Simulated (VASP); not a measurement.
A run of VASP 6.6.1 is set up as follows.

INCAR

```
SYSTEM = Ta
PREC     = Accurate       ! precision mode
ENCUT    = 520            ! plane-wave cutoff, eV
EDIFF    = 1E-6           ! SCF threshold, eV
ISMEAR   = 1              ! smearing method
SIGMA    = 0.1            ! smearing width, eV
LREAL    = .False.        ! projectors in reciprocal space
LASPH    = .True.         ! aspherical terms in the spheres
NELM     = 60             ! most SCF steps
ALGO     = Normal         ! electronic algorithm
ISIF     = 2              ! what is computed and relaxed
LWAVE    = .False.        ! write WAVECAR
LCHARG   = .False.        ! write CHGCAR
GGA      = PE             ! functional
NBANDS   = 12             ! bands
```

File KPOINTS:

```
regular mesh
0
Gamma
  15 15 15
  0 0 0
```

POSCAR

```
Ta
1.0
   -1.6588637489      1.6588637489      1.6588637489
    1.6588637489     -1.6588637489      1.6588637489
    1.6588637489      1.6588637489     -1.6588637489
Ta
1
Direct
    0.0000000000      0.0000000000      0.0000000000
```

Potentials or basis: VASP PAW PBE potentials, release 64 (Ta_pv).

The run is started by

```bash
$ cat potpaw_PBE.64/Ta_pv/POTCAR > POTCAR
$ mpirun -np 1 vasp_std > vasp.out
```

Problem. What does it give for the pressure?

Solution. 0.0 GPa.
